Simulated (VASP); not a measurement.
# MgSnO2 (P4_2/mmc) in VASP: further runs, part 3 of 5

VASP 6.6.1. The steps go on from the part before.

### Step 4. Single point, PBE

This run uses another cell than the first one, of 15.78 Å³/atom.

INCAR

```
ALGO = Normal
EDIFF = 1E-6
ENCUT = 520
GGA = PE
ISIF = 2
ISMEAR = 0
LASPH = T
LCHARG = T
LELF = T
LREAL = F
LVHAR = T
LWAVE = F
NBANDS = 38
NELM = 60
PREC = Accurate
SIGMA = 0.1
```

KPOINTS

```
k-points
0
Gamma
  4 4 4
```

POSCAR

```
MgSnO2
1.0
    4.5387474600      0.0000000000      0.0000000000
    0.0000000000      4.5387474600      0.0000000000
    0.0000000000      0.0000000000      6.1295381700
Mg Sn O
2 2 4
Direct
    0.5000000000      0.5000000000      0.0000000000
    0.5000000000      0.5000000000      0.5000000000
    0.0000000000      0.5000000000      0.5000000000
    0.5000000000      0.0000000000      0.0000000000
    0.0000000000      0.0000000000      0.2500000000
    0.0000000000      0.0000000000      0.7500000000
    0.5000000000      0.5000000000      0.2500000000
    0.5000000000      0.5000000000      0.7500000000
```

Potentials or basis: VASP PAW PBE potentials, release 64 (Mg, Sn_d, O).

Command:

```
$ cat potpaw_PBE.64/Mg/POTCAR potpaw_PBE.64/Sn_d/POTCAR potpaw_PBE.64/O/POTCAR > POTCAR
$ mpirun -np 1 vasp_std > vasp.out
```

OUTCAR:

```text
EDIFF = 1E-6
   ENCUT = 520
   GGA = PE
   ISIF = 2
   ISMEAR = 0
   LASPH = T
   LREAL = F
   NELM = 60
   PREC = Accurate

 ion  position               nearest neighbor table
   1  0.500  0.500  0.000-   7 1.53   8 1.53   4 2.27   4 2.27   2 3.06   2 3.06
   2  0.500  0.500  0.500-   7 1.53   8 1.53   3 2.27   3 2.27   1 3.06   1 3.06
   3  0.000  0.500  0.500-   2 2.27   2 2.27   6 2.74   7 2.74   8 2.74   5 2.74   6 2.74   5 2.74
                             7 2.74   8 2.74
   4  0.500  0.000  0.000-   1 2.27   1 2.27   6 2.74   7 2.74   8 2.74   5 2.74   7 2.74   8 2.74
                             5 2.74   6 2.74
   5  0.000  0.000  0.250-   3 2.74   4 2.74   3 2.74   4 2.74
   6  0.000  0.000  0.750-   3 2.74   4 2.74   3 2.74   4 2.74
   7  0.500  0.500  0.250-   1 1.53   2 1.53   3 2.74   4 2.74   4 2.74   3 2.74
   8  0.500  0.500  0.750-   1 1.53   2 1.53   3 2.74   4 2.74   4 2.74   3 2.74

  LATTYP: Found a simple tetragonal cell.
 ALAT       =     4.5387474600
 C/A-ratio  =     1.3504911265

  Lattice vectors:

 A1 = (   4.5387474600,   0.0000000000,   0.0000000000)
 A2 = (   0.0000000000,   4.5387474600,   0.0000000000)
 A3 = (   0.0000000000,   0.0000000000,   6.1295381700)

Analysis of symmetry for initial positions (statically):
=====================================================================
 Subroutine PRICEL returns:
 Original cell was already a primitive cell.

 Routine SETGRP: Setting up the symmetry group for a
 simple tetragonal supercell.

 Subroutine GETGRP returns: Found 16 space group operations
 (whereof  8 operations were pure point group operations)
 out of a pool of 16 trial point group operations.

The static configuration has the point symmetry D_2h.
 The point group associated with its full space group is D_4h.

Analysis of symmetry for dynamics (positions and initial velocities):
=====================================================================
 Subroutine PRICEL returns:
 Original cell was already a primitive cell.

 Routine SETGRP: Setting up the symmetry group for a
 simple tetragonal supercell.

 Subroutine GETGRP returns: Found 16 space group operations
 (whereof  8 operations were pure point group operations)
 out of a pool of 16 trial point group operations.

The dynamic configuration has the point symmetry D_2h.
 The point group associated with its full space group is D_4h.

 Subroutine INISYM returns: Found 16 space group operations
 (whereof  8 operations are pure point group operations),
 and found     1 'primitive' translations

----------------------------------------------------------------------------------------

                                     Primitive cell

  volume of cell :     126.2699

  direct lattice vectors                    reciprocal lattice vectors
     4.538747460  0.000000000  0.000000000     0.220325103  0.000000000  0.000000000
     0.000000000  4.538747460  0.000000000     0.000000000  0.220325103  0.000000000
     0.000000000  0.000000000  6.129538170     0.000000000  0.000000000  0.163144428

  length of vectors
     4.538747460  4.538747460  6.129538170     0.220325103  0.220325103  0.163144428

  position of ions in fractional coordinates (direct lattice)
     0.500000000  0.500000000  0.000000000
     0.500000000  0.500000000  0.500000000
[... 51 lines left out ...]
  0.500000  0.500000  0.000000      1.000000
[... 10 lines left out ...]
  0.500000  0.250000  0.500000      4.000000
  0.500000  0.500000  0.500000      1.000000
   k-points           NKPTS =     18   k-points in BZ     NKDIM =     18   number of bands    NBANDS=     38
   number of dos      NEDOS =    301   number of ions     NIONS =      8
   total plane-waves  NPLWV =  62208
   dimension x,y,z NGX =    36 NGY =   36 NGZ =   48
   dimension x,y,z NGXF=    72 NGYF=   72 NGZF=   96
   ions per type =               2   2   4
   NGX,Y,Z   is equivalent  to a cutoff of  13.19, 13.19, 13.02 a.u.
   NGXF,Y,Z  is equivalent  to a cutoff of  26.37, 26.37, 26.04 a.u.
 SYSTEM =  unknown system
   PREC   = accura    normal or accurate (medium, high low for compatibility)
   ISTART =      0    job   : 0-new  1-cont  2-samecut
   ICHARG =      2    charge: 1-file 2-atom 10-const
   ISPIN  =      1    spin polarized calculation?
   LNONCOLLINEAR =      F non collinear calculations
   LSORBIT =      F    spin-orbit coupling
   LASPH  =      T    aspherical Exc in radial PAW
   ENCUT  =  520.0 eV  38.22 Ry    6.18 a.u.   8.44  8.44 11.40*2*pi/ulx,y,z
   NELM   =     60;   NELMIN=  2; NELMDL= -5     # of ELM steps
   EDIFF  = 0.1E-05   stopping-criterion for ELM
   LREAL  =      F    real-space projection
   EDIFFG = 0.1E-04   stopping-criterion for IOM
   NSW    =      0    number of steps for IOM
   IBRION =     -1    ionic relax: 0-MD 1-quasi-New 2-CG
   NFREE  =      0    steps in history (QN), initial steepest desc. (CG)
   ISIF   =      2    stress and relaxation
   ISYM   =      2    0-nonsym 1-usesym 2-fastsym
   POTIM  = 0.5000    time-step for ionic-motion
   TEBEG  =    0.0;   TEEND  =   0.0 temperature during run
   PSTRESS=    0.0 pullay stress
   NELECT =      56.0000    total number of electrons
   NUPDOWN=      -1.0000    fix difference up-down
   EMIN   =  10.00;   EMAX   =-10.00  energy-range for DOS
   EFERMI =   0.00;   METHOD = LEGACY
   ISMEAR =     0;   SIGMA  =   0.10  broadening in eV -4-tet -1-fermi 0-gaus
   EFERMI_NEDOS =   21; number of points for ismear=-14 and -15
   IALGO  =     38    algorithm
   IMIX   =      4    mixing-type and parameters
     AMIX     =   0.40;   BMIX     =  1.00
     AMIX_MAG =   1.60;   BMIX_MAG =  1.00
  volume/ion in A,a.u.               =      15.78       106.51
  Fermi-wavevector in a.u.,A,eV,Ry     =   1.248449  2.359227 21.206389  1.558626
  Thomas-Fermi vector in A             =   2.382535
   LORBIT       =      0    0 simple, 1 ext, 2 COOP (PROOUT), +10 PAW based schemes
   GGA     = PE    functional components
   LHFCALC =     F    Hartree Fock is set to
   AEXX    =    0.0000 exact exchange contribution
   IVDW    =     0    specifies the selected vdW correction
   LEPSILON=     F    determine dielectric tensor
   LRPA    =     F    only Hartree local field effects (RPA)
 non-spin polarized calculation
 Gauss-broadening in eV      SIGMA  =   0.10
  energy-cutoff  :      520.00
  volume of cell :      126.27
 maximum number of plane-waves:      3420
 NGX is ok and might be reduce to    36
   NGX = 17   NGY = 17   NGZ = 23

 number of electron      56.0000046 magnetization

 Free energy of the ion-electron system (eV)
  ---------------------------------------------------
  ext. energy  EPLUGINS =         0.00000000
  ---------------------------------------------------
  free energy    TOTEN  =       -24.46511741 eV

  energy without entropy =      -24.45378847  energy(sigma->0) =      -24.45945294

 E-fermi :   4.3325     XC(G=0):  -9.5865

 val. band max:        4.3019575216   @ k =   0.5000   0.2500   0.0000
 cond. band min:       4.3440454919   @ k =   0.5000   0.5000   0.0000
 fundamental gap:      0.0420879703
 Fermi energy:         4.3325215006

 k-point     1 :       0.0000    0.0000    0.0000
  band No.  band energies     occupation
      1     -18.1088      2.00000
      2     -18.0832      2.00000
      3     -17.8354      2.00000
      4     -17.8354      2.00000
      5     -17.7775      2.00000
      6     -17.7724      2.00000
[... 727 lines left out ...]
     37      14.1078      0.00000
     38      14.1301      0.00000

------------------------ aborting loop because EDIFF is reached ----------------------------------------

  FORCE on cell =-STRESS in cart. coord.  units (eV):
  Direction    XX          YY          ZZ          XY          YZ          ZX
  --------------------------------------------------------------------------------------
  -------------------------------------------------------------------------------------
  Total       15.7620809     15.7620809     70.6694734     -0.0000000      0.0000000      0.0000000
  in kB      199.9973970    199.9973970    896.6906600     -0.0000000      0.0000000      0.0000000
  external PRESSURE =     432.2284846 kB  Pullay stress =       0.0000000 kB

 VOLUME and BASIS-vectors are now :
 -----------------------------------------------------------------------------
  energy-cutoff  :      520.00
  volume of cell :      126.27
      direct lattice vectors                 reciprocal lattice vectors
     4.538747460  0.000000000  0.000000000     0.220325103  0.000000000  0.000000000
     0.000000000  4.538747460  0.000000000     0.000000000  0.220325103  0.000000000
     0.000000000  0.000000000  6.129538170     0.000000000  0.000000000  0.163144428

 POSITION                                       TOTAL-FORCE (eV/Angst)
 -----------------------------------------------------------------------------------
      2.26937      2.26937      0.00000         0.000000     -0.000000      0.000000
      2.26937      2.26937      3.06477         0.000000     -0.000000      0.000000
      0.00000      2.26937      3.06477         0.000000     -0.000000      0.000000
      2.26937      0.00000      0.00000         0.000000     -0.000000      0.000000
      0.00000      0.00000      1.53238         0.000000      0.000000      0.000000
      0.00000      0.00000      4.59715        -0.000000     -0.000000      0.000000
      2.26937      2.26937      1.53238         0.000000     -0.000000      0.000000
      2.26937      2.26937      4.59715         0.000000     -0.000000     -0.000000
 -----------------------------------------------------------------------------------
    total drift:                                0.000000      0.000000     -0.000000

  FREE ENERGIE OF THE ION-ELECTRON SYSTEM (eV)
  ---------------------------------------------------
  free  energy   TOTEN  =       -24.4651174122 eV

  energy  without entropy=      -24.4537884708  energy(sigma->0) =      -24.45945294
```

Wall time 37 s (1 thread of Intel Xeon 6975P-C (Granite Rapids), shared host); peak memory 0.27 GiB.

Results:

| Item | Value |
| --- | --- |
| Free energy | -24.4651 eV |
| Pressure | 43.2 GPa |
| Band gap on the k mesh | zero (bands 28 and 29 overlap by 0.32 eV) |

Levels at points of the mesh, in eV from the Fermi level:
```
           k point  band 24  band 25  band 26  band 27  band 28  band 29  band 30  band 31  band 32  band 33
(0.00, 0.00, 0.00)    -1.77    -0.99    -0.86    -0.86    -0.19     1.24     1.24     1.32     2.82     4.12
(0.50, 0.00, 0.00)    -1.97    -1.23    -1.03    -0.76    -0.09     0.59     1.66     2.64     3.42     3.68
(0.50, 0.50, 0.00)    -1.19    -1.19    -0.97    -0.58    -0.58     0.01     1.11     1.41     4.56     4.56
(0.00, 0.00, 0.50)    -1.66    -1.07    -1.07    -0.67    -0.67     1.41     1.41     1.78     1.78     3.70
(0.50, 0.00, 0.50)    -2.06    -1.89    -1.27    -0.27    -0.09     0.63     1.75     2.52     3.52     3.91
(0.50, 0.50, 0.50)    -1.78    -1.33    -1.33    -0.15    -0.15     0.16     0.16     3.21     3.21     4.48
```

Caveat: the stress differs along the axes, from 20 to 90 GPa; semilocal functionals underestimate gaps, and a narrow one can read as zero; spin-orbit coupling is left out, which moves the levels of the heavy elements.

(Part 3 of 5 ends here.)

The gap in the log of VASP goes by the Fermi energy; the results here count the filled bands.